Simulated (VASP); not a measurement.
The system is SiC.

```
Si C
1.0
     3.12149    0.00000    0.00000
    -1.56074    2.66334    0.00000
     0.00000    0.00000    5.04811
Si C
2 2
Direct
  0.33321 0.66642 0.99924
  0.66679 0.33358 0.49924
  0.33218 0.66435 0.37576
  0.66782 0.33565 0.87576
```

This cell differs from its parent crystal: uniaxial x strain +1.5%.

Base run:

| Item | Value |
| --- | --- |
| Program | VASP 6.6.1 |
| Functional | PBE |
| Potentials or basis | VASP PAW PBE potentials, release 64 (Si, C) |
| Cutoff | 520 eV |
| k mesh | 12 × 12 × 6 |
| Occupations | fermi-dirac, width 0.02 eV |
| Spin | no spin polarisation |

Its results: band gap on the k mesh 2.29 eV, indirect (least direct gap 3.82 eV); pressure 0.2 GPa; largest force 0.011 eV/Å.

Q: The run is repeated on the same cell with these changes: functional from PBE to r2SCAN; occupations from fermi-dirac, width 0.02 eV to gaussian, width 0.01 eV. What comes out?

A: Band gap on the k mesh 2.67 eV, indirect (least direct gap 4.31 eV); pressure -3.5 GPa; largest force 0.004 eV/Å.

Caveats: the PAW data sets were made with another functional, which shifts forces and pressure a little (some runs).

A k mesh can miss the band edges.
